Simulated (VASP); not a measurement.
# Ag (Im-3m) in VASP: density of states with PBE

Aim: the density of states of Ag with PBE.

Program: VASP 6.6.1. These are calculated values, not measurements. Logs are shortened: lines on timing, memory, paths and dates and some standing lists are left out, and cuts for length are marked.

## (1) The cell of the first run

Symmetry: Im-3m, No. 229, cubic system. Conventional cell: a = 3.304 Å, b = 3.304 Å, c = 3.304 Å, α = 90.00°, β = 90.00°, γ = 90.00°. Ag (site symmetry m-3m) has 14 Ag at 2.86 to 3.30 Å within 3.8 Å.

## (2) Density of states, PBE

POSCAR

```
Ag
1.0
   -1.6517940005      1.6517940005      1.6517940005
    1.6517940005     -1.6517940005      1.6517940005
    1.6517940005      1.6517940005     -1.6517940005
Ag
1
Direct
    0.0000000000      0.0000000000      0.0000000000
```

INCAR.step1

```
SYSTEM = Ag
PREC     = Accurate       ! precision mode
ENCUT    = 520            ! plane-wave cutoff, eV
EDIFF    = 1E-6           ! SCF threshold, eV
ISMEAR   = -1             ! smearing method
SIGMA    = 0.05           ! smearing width, eV
LREAL    = .False.        ! projectors in reciprocal space
LASPH    = .True.         ! aspherical terms in the spheres
NELM     = 60             ! most SCF steps
ALGO     = Normal         ! electronic algorithm
ISIF     = 2              ! what is computed and relaxed
LWAVE    = .False.        ! write WAVECAR
LCHARG   = .True.         ! write CHGCAR
LMAXMIX  = 4              ! l up to which the mixer works
GGA      = PE             ! functional
NBANDS   = 12             ! bands
```

KPOINTS.step1

```
Automatic mesh
0
Gamma
  16 16 16
  0 0 0
```

INCAR.step2

```
SYSTEM = Ag
PREC     = Accurate       ! precision mode
ENCUT    = 520            ! plane-wave cutoff, eV
EDIFF    = 1E-6           ! SCF threshold, eV
ISMEAR   = -5             ! smearing method
SIGMA    = 0.05           ! smearing width, eV
LREAL    = .False.        ! projectors in reciprocal space
LASPH    = .True.         ! aspherical terms in the spheres
NELM     = 60             ! most SCF steps
ALGO     = Normal         ! electronic algorithm
ISIF     = 2              ! what is computed and relaxed
LWAVE    = .False.        ! write WAVECAR
LCHARG   = .False.        ! write CHGCAR
LMAXMIX  = 4              ! l up to which the mixer works
GGA      = PE             ! functional
LORBIT   = 11             ! projections on sites
NEDOS    = 1001           ! points of the DOS
ICHARG   = 11             ! starting density
```

KPOINTS.step2

```
Automatic mesh
0
Gamma
  24 24 24
  0 0 0
```

Potentials or basis: VASP PAW PBE potentials, release 64 (Ag).

Run with:

```bash
$ cat potpaw_PBE.64/Ag/POTCAR > POTCAR
$ cp INCAR.step1 INCAR
$ cp KPOINTS.step1 KPOINTS
$ mpirun -np 1 vasp_std > vasp.out
$ cp INCAR.step2 INCAR
$ cp KPOINTS.step2 KPOINTS
$ mpirun -np 1 vasp_std > vasp.out
```

OUTCAR:

```text
SYSTEM = Ag
   PREC = Accurate
   ENCUT = 520
   EDIFF = 1E-6
   ISMEAR = -5
   LREAL = .False.
   LASPH = .True.
   NELM = 60
   ISIF = 2
   GGA = PE
   LORBIT = 11
   ICHARG = 11

 ion  position               nearest neighbor table
   1  0.000  0.000  0.000-

  LATTYP: Found a body centered cubic cell.
 ALAT       =     3.3035880010

  Lattice vectors:

 A1 = (  -1.6517940005,   1.6517940005,   1.6517940005)
 A2 = (   1.6517940005,  -1.6517940005,   1.6517940005)
 A3 = (   1.6517940005,   1.6517940005,  -1.6517940005)

Analysis of symmetry for initial positions (statically):
=====================================================================
 Subroutine PRICEL returns:
 Original cell was already a primitive cell.

 Routine SETGRP: Setting up the symmetry group for a
 body centered cubic supercell.

 Subroutine GETGRP returns: Found 48 space group operations
 (whereof 48 operations were pure point group operations)
 out of a pool of 48 trial point group operations.

The static configuration has the point symmetry O_h .

Analysis of symmetry for dynamics (positions and initial velocities):
=====================================================================
 Subroutine PRICEL returns:
 Original cell was already a primitive cell.

 Routine SETGRP: Setting up the symmetry group for a
 body centered cubic supercell.

 Subroutine GETGRP returns: Found 48 space group operations
 (whereof 48 operations were pure point group operations)
 out of a pool of 48 trial point group operations.

The dynamic configuration has the point symmetry O_h .

 Subroutine INISYM returns: Found 48 space group operations
 (whereof 48 operations are pure point group operations),
 and found     1 'primitive' translations

----------------------------------------------------------------------------------------

                                     Primitive cell

  volume of cell :      18.0272

  direct lattice vectors                    reciprocal lattice vectors
    -1.651794001  1.651794001  1.651794001     0.000000000  0.302701184  0.302701184
     1.651794001 -1.651794001  1.651794001     0.302701184  0.000000000  0.302701184
     1.651794001  1.651794001 -1.651794001     0.302701184  0.302701184  0.000000000

  length of vectors
     2.860991133  2.860991133  2.860991133     0.428084120  0.428084120  0.428084120

  position of ions in fractional coordinates (direct lattice)
     0.000000000  0.000000000  0.000000000

  ion indices of the primitive-cell ions
   primitive index   ion index
                 1           1

----------------------------------------------------------------------------------------

 KPOINTS: Automatic mesh

Automatic generation of k-mesh.
 Grid dimensions read from file:
 generate k-points for:   24   24   24

 Generating k-lattice:

  Cartesian coordinates                     Fractional coordinates (reciprocal lattice)
     0.000000000  0.012612549  0.012612549     0.041666667  0.000000000  0.000000000
     0.012612549  0.000000000  0.012612549     0.000000000  0.041666667  0.000000000
     0.012612549  0.012612549  0.000000000     0.000000000  0.000000000  0.041666667

  Length of vectors
     0.017836838  0.017836838  0.017836838

  Shift w.r.t. Gamma in fractional coordinates (k-lattice)
     0.000000000  0.000000000  0.000000000

 TETIRR: Found  16469 inequivalent tetrahedra from    82944

 Subroutine IBZKPT returns following result:
 ===========================================

 Found    413 irreducible k-points:

 Following reciprocal coordinates:
            Coordinates               Weight
  0.000000  0.000000  0.000000      1.000000
  0.041667  0.000000  0.000000     12.000000
  0.083333  0.000000  0.000000     12.000000
  0.125000  0.000000  0.000000     12.000000
  0.166667  0.000000  0.000000     12.000000
  0.208333  0.000000  0.000000     12.000000
[... 16 lines left out ...]
  0.416667  0.041667  0.000000     48.000000
  0.458333  0.041667  0.000000     48.000000
 [... further k-points ...]
   k-points           NKPTS =    413   k-points in BZ     NKDIM =    413   number of bands    NBANDS=      9
   number of dos      NEDOS =   1001   number of ions     NIONS =      1
   total plane-waves  NPLWV =  13824
   dimension x,y,z NGX =    24 NGY =   24 NGZ =   24
   dimension x,y,z NGXF=    48 NGYF=   48 NGZF=   48
   ions per type =               1
   NGX,Y,Z   is equivalent  to a cutoff of  13.95, 13.95, 13.95 a.u.
   NGXF,Y,Z  is equivalent  to a cutoff of  27.89, 27.89, 27.89 a.u.
 SYSTEM =  Ag
   PREC   = accura    normal or accurate (medium, high low for compatibility)
   ISTART =      0    job   : 0-new  1-cont  2-samecut
   ICHARG =     11    charge: 1-file 2-atom 10-const
   ISPIN  =      1    spin polarized calculation?
   LNONCOLLINEAR =      F non collinear calculations
   LSORBIT =      F    spin-orbit coupling
   LASPH  =      T    aspherical Exc in radial PAW
   ENCUT  =  520.0 eV  38.22 Ry    6.18 a.u.   5.32  5.32  5.32*2*pi/ulx,y,z
   NELM   =     60;   NELMIN=  2; NELMDL=  0     # of ELM steps
   EDIFF  = 0.1E-05   stopping-criterion for ELM
   LREAL  =      F    real-space projection
   EDIFFG = 0.1E-04   stopping-criterion for IOM
   NSW    =      0    number of steps for IOM
   IBRION =     -1    ionic relax: 0-MD 1-quasi-New 2-CG
   NFREE  =      0    steps in history (QN), initial steepest desc. (CG)
   ISIF   =      2    stress and relaxation
   ISYM   =      2    0-nonsym 1-usesym 2-fastsym
   POTIM  = 0.5000    time-step for ionic-motion
   TEBEG  =    0.0;   TEEND  =   0.0 temperature during run
   PSTRESS=    0.0 pullay stress
   NELECT =      11.0000    total number of electrons
   NUPDOWN=      -1.0000    fix difference up-down
   EMIN   =  10.00;   EMAX   =-10.00  energy-range for DOS
   EFERMI =   0.00;   METHOD = LEGACY
   ISMEAR =    -5;   SIGMA  =   0.05  broadening in eV -4-tet -1-fermi 0-gaus
   EFERMI_NEDOS =   21; number of points for ismear=-14 and -15
   IALGO  =     38    algorithm
   IMIX   =      4    mixing-type and parameters
     AMIX     =   0.40;   BMIX     =  1.00
     AMIX_MAG =   1.60;   BMIX_MAG =  1.00
  volume/ion in A,a.u.               =      18.03       121.65
  Fermi-wavevector in a.u.,A,eV,Ry     =   1.388555  2.623989 26.233200  1.928086
  Thomas-Fermi vector in A             =   2.512670
   LORBIT       =     11    0 simple, 1 ext, 2 COOP (PROOUT), +10 PAW based schemes
   GGA     = PE    functional components
   LHFCALC =     F    Hartree Fock is set to
   AEXX    =    0.0000 exact exchange contribution
   IVDW    =     0    specifies the selected vdW correction
   LEPSILON=     F    determine dielectric tensor
   LRPA    =     F    only Hartree local field effects (RPA)
 non-spin polarized calculation
 Fermi weights with tetrahedron method with Bloechl corrections
  energy-cutoff  :      520.00
  volume of cell :       18.03
 maximum number of plane-waves:       498
 NGX is ok and might be reduce to    24

 number of electron      11.0000003 magnetization

 Free energy of the ion-electron system (eV)
  ---------------------------------------------------
  ext. energy  EPLUGINS =         0.00000000
  ---------------------------------------------------
  free energy    TOTEN  =        -2.68691921 eV

  energy without entropy =       -2.68691921  energy(sigma->0) =       -2.68691921

 E-fermi :   7.7436     XC(G=0): -11.8787

 val. band max:        7.7053189691   @ k =   0.2500   0.2083   0.0417
 cond. band min:       7.7311341057   @ k =  -0.4167   0.4583   0.0833
 fundamental gap:      0.0258151365
 Fermi energy:         7.7436159676

 k-point     1 :       0.0000    0.0000    0.0000
  band No.  band energies     occupation
      1       0.3207      2.00000
      2       2.9658      2.00000
      3       2.9658      2.00000
      4       2.9658      2.00000
      5       4.1824      2.00000
      6       4.1824      2.00000
      7      25.4602      0.00000
      8      25.4602      0.00000
      9      25.4602      0.00000

 k-point     2 :       0.0417    0.0000    0.0000
  band No.  band energies     occupation
      1       0.3759      2.00000
      2       2.9528      2.00000
      3       2.9680      2.00000
      4       2.9961      2.00000
      5       4.1679      2.00000
      6       4.1832      2.00000
      7      25.3089      0.00000
      8      25.4434      0.00000
      9      25.4932      0.00000

 k-point     3 :       0.0833    0.0000    0.0000
  band No.  band energies     occupation
      1       0.5387      2.00000
      2       2.9150      2.00000
      3       2.9750      2.00000
      4       3.0858      2.00000
      5       4.1289      2.00000
      6       4.1860      2.00000
      7      24.8011      0.00000
      8      25.3457      0.00000
      9      25.5887      0.00000

 k-point     4 :       0.1250    0.0000    0.0000
  band No.  band energies     occupation
      1       0.7980      2.00000
      2       2.8553      2.00000
      3       2.9903      2.00000
      4       3.2314      2.00000
      5       4.0774      2.00000
      6       4.1911      2.00000
      7      23.8475      0.00000
      8      25.0519      0.00000
      9      25.7369      0.00000

 k-point     5 :       0.1667    0.0000    0.0000
  band No.  band energies     occupation
      1       1.1271      2.00000
      2       2.7787      2.00000
      3       3.0308      2.00000
      4       3.4269      2.00000
      5       4.0299      2.00000
      6       4.1986      2.00000
      7      22.5030      0.00000
      8      24.5137      0.00000
      9      25.9227      0.00000

 k-point     6 :       0.2083    0.0000    0.0000
  band No.  band energies     occupation
      1       1.4656      2.00000
      2       2.6908      2.00000
      3       3.1492      2.00000
      4       3.6632      2.00000
      5       4.0002      2.00000
      6       4.2089      2.00000
      7      20.9403      0.00000
      8      23.8319      0.00000
      9      26.1360      0.00000
[... 169 lines left out ...]
 k-point    21 :       0.3333    0.0417    0.0000
  band No.  band energies     occupation
      1       1.7920      2.00000
      2       2.3944      2.00000
      3       4.0378      2.00000
      4       4.2211      2.00000
      5       4.4843      2.00000
      6       5.3473      2.00000
      7      15.2881      0.00000
      8      21.4957      0.00000
      9      22.7160      0.00000

 k-point    22 :       0.3750    0.0417    0.0000
  band No.  band energies     occupation
      1       1.7290      2.00000
      2       2.3327      2.00000
      3       4.0757      2.00000
      4       4.2493      2.00000
      5       4.7446      2.00000
      6       6.2025      2.00018
      7      13.8211      0.00000
      8      21.1047      0.00000
      9      22.1291      0.00000

 k-point    23 :       0.4167    0.0417    0.0000
  band No.  band energies     occupation
      1       1.6753      2.00000
      2       2.2895      2.00000
      3       4.1061      2.00000
      4       4.2594      2.00000
      5       4.9279      2.00000
      6       7.0923      2.12745
      7      12.5409      0.00000
      8      20.8363      0.00000
      9      21.7188      0.00000

 k-point    24 :       0.4583    0.0417    0.0000
  band No.  band energies     occupation
      1       1.6454      2.00000
      2       2.2673      2.00000
      3       4.1234      2.00000
      4       4.2630      2.00000
      5       5.0229      2.00000
      6       7.7695      0.70494
      7      11.6718      0.00000
      8      20.6996      0.00000
      9      21.5078      0.00000

 [... further k-points ...]
[... 5 lines left out ...]
  --------------------------------------------------------------------------------------
  -------------------------------------------------------------------------------------
  Total       -0.1238330     -0.1238330     -0.1238330     -0.0000000     -0.0000000      0.0000000
  in kB      -11.0057443    -11.0057443    -11.0057443     -0.0000000     -0.0000000      0.0000000
  external PRESSURE =     -11.0057443 kB  Pullay stress =       0.0000000 kB

 VOLUME and BASIS-vectors are now :
 -----------------------------------------------------------------------------
  energy-cutoff  :      520.00
  volume of cell :       18.03
      direct lattice vectors                 reciprocal lattice vectors
    -1.651794001  1.651794001  1.651794001     0.000000000  0.302701184  0.302701184
     1.651794001 -1.651794001  1.651794001     0.302701184  0.000000000  0.302701184
     1.651794001  1.651794001 -1.651794001     0.302701184  0.302701184  0.000000000

 POSITION                                       TOTAL-FORCE (eV/Angst)
 -----------------------------------------------------------------------------------
      0.00000      0.00000      0.00000         0.000000     -0.000000      0.000000
 -----------------------------------------------------------------------------------
    total drift:                               -0.000000      0.000000     -0.000000

  FREE ENERGIE OF THE ION-ELECTRON SYSTEM (eV)
  ---------------------------------------------------
  free  energy   TOTEN  =        -2.6869192128 eV

  energy  without entropy=       -2.6869192128  energy(sigma->0) =       -2.68691921

 total charge

# of ion       s       p       d       tot
------------------------------------------
    1        0.407   0.265   9.160   9.832
```

Run time: 53 s. Hardware: 1 thread of Intel Xeon 6975P-C, shared host; peak memory 0.21 GiB.

Results:

- Valence electrons inside the program's atomic spheres: Ag 9.83

Caveat: tetrahedron occupations give inexact forces and stress in metals.
